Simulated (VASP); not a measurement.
Write the native input for VASP 6.6.1 that does the following.

```yaml
Task: relaxation of cell and atoms
Functional: RPBE
Dispersion: D4
Potentials_or_basis: VASP PAW PBE potentials, release 64 (Al)
Cutoff: 600 eV
k_mesh: 11 × 11 × 6
Occupations: fermi-dirac, width 0.05 eV
Spin: no spin polarisation
Dipole_correction: no
Further_INCAR_settings: ALGO = Normal; EDIFF = 1e-07; IBRION = 2; EDIFFG = -0.01; NSW = 60; ISIF = 3
```

The structure of Al lies in POSCAR:

```
Al
1.0
    2.8124553515      0.0000000000      0.0000000000
   -1.4062276757      2.4356577814      0.0000000000
    0.0000000000      0.0000000000      4.8668500000
Al
2
Direct
    0.3333333333      0.6666666667      0.2500000000
    0.6666666667      0.3333333333      0.7500000000
```

The input as run:

INCAR

```
SYSTEM = Al
PREC = Accurate
ENCUT = 600
EDIFF = 1E-7
ISMEAR = -1
SIGMA = 0.05
LREAL = .False.
LASPH = .True.
NELM = 60
ALGO = Normal
ISIF = 3
LWAVE = .False.
LCHARG = .False.
GGA = RP
IVDW = 13
IBRION = 2
NSW = 60
EDIFFG = -0.01
```

KPOINTS

```
regular mesh
0
Gamma
  11 11 6
  0 0 0
```

Potentials or basis: VASP PAW PBE potentials, release 64 (Al).

The run is started by

```console
$ cat potpaw_PBE.64/Al/POTCAR > POTCAR
$ mpirun -np 1 vasp_std > vasp.out
```

Results of the run:

* Relaxed volume: 15.66 Å³/atom
* Relaxed cell: a = 2.797 Å, b = 2.797 Å, c = 4.622 Å, α = 90.00°, β = 90.00°, γ = 120.00°
* Space group after relaxing (to 0.05 Å): P6_3/mmc (No. 194)
* Energy gained by relaxing: 25.9 meV/atom
* Ionic steps: 7
* Pressure after relaxing: 0.0 GPa
* Band gap on the k mesh: zero (band 3 reaches 12.68 eV, above the bottom of band 4 at 5.56 eV)
* Dispersion energy per atom: -0.692 eV

Caveat: the PAW data sets were made with another functional, which shifts forces and pressure a little; pairwise dispersion overbinds metals, which lowers pressure and volume.

Run time: 39 s on 1 thread of Intel Xeon 6975P-C, with other jobs on the host, peak memory 0.16 GiB.
